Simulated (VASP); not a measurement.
Write the native input for VASP 6.6.1 that does the following.

* Task: single point
* Functional: PBE
* Potentials or basis: VASP PAW PBE potentials, release 64 (C, O)
* Cutoff: 520 eV
* k mesh: 6 × 6 × 1
* Occupations: gaussian, width 0.05 eV
* Spin: no spin polarisation
* Dipole correction: yes
* Further INCAR settings: LREAL = Auto; ALGO = Normal; EDIFF = 1e-06; NBANDS = 72

The structure of C25O lies in POSCAR:

```
C25O
1.0
    5.0509324483      0.0000000000      0.0000000000
   -2.5254662241      4.3742358130      0.0000000000
    0.0000000000      0.0000000000     24.3675695640
C O
25 1
Direct
    0.1666666667      0.3333333333      0.1641526041
    0.1666666667      0.8333333333      0.1641526041
    0.6666666667      0.3333333333      0.1641526041
    0.6666666667      0.8333333333      0.1641526041
    0.0000000000      0.0000000000      0.1853081253
    0.0000000000      0.5000000000      0.1853081253
    0.5000000000      0.0000000000      0.1853081253
    0.5000000000      0.5000000000      0.1853081253
    0.0000000000      0.0000000000      0.2487746889
    0.0000000000      0.5000000000      0.2487746889
    0.5000000000      0.0000000000      0.2487746889
    0.5000000000      0.5000000000      0.2487746889
    0.3333333333      0.1666666667      0.2625971826
    0.3333333333      0.6666666667      0.2625971826
    0.8333333333      0.1666666667      0.2625971826
    0.8333333333      0.6666666667      0.2625971826
    0.3333333333      0.1666666667      0.4254554106
    0.3333333333      0.6666666667      0.4254554106
    0.8333333333      0.1666666667      0.4254554106
    0.8333333333      0.6666666667      0.4254554106
    0.1666666667      0.3333333333      0.4254658856
    0.1666666667      0.8333333333      0.4254658856
    0.6666666667      0.3333333333      0.4254658856
    0.6666666667      0.8333333333      0.4254658856
    0.6666666667      0.8333333333      0.4898957827
    0.9318558448      0.9659279224      0.4898957827
```

One way to write it, as run:

INCAR

```
PREC = Accurate
ENCUT = 520
EDIFF = 1E-6
ISMEAR = 0
SIGMA = 0.05
LREAL = Auto
LASPH = True
NELM = 80
ALGO = Normal
ISIF = 2
LWAVE = False
LCHARG = True
LDIPOL = True
IDIPOL = 3
DIPOL = 0.5 0.5 0.301
GGA = PE
LELF = True
LVHAR = True
LVACPOTAV = True
NBANDS = 72
```

KPOINTS

```
Automatic mesh
0
Gamma
  6 6 1
```

Potentials or basis: VASP PAW PBE potentials, release 64 (C, O).

Launch:

```console
$ cat potpaw_PBE.64/C/POTCAR potpaw_PBE.64/O/POTCAR > POTCAR
$ mpirun -np 1 vasp_std > vasp.out
```

It gave:

```yaml
Largest_force: 11.366 eV/Å
Band_gap_on_the_k_mesh: zero (bands 53 and 54 overlap by 0.01 eV)
```

Wall time 14 min on 1 thread of Intel(R) Xeon(R) 6975P-C (Granite Rapids), on a shared host, peak memory 0.76 GiB.
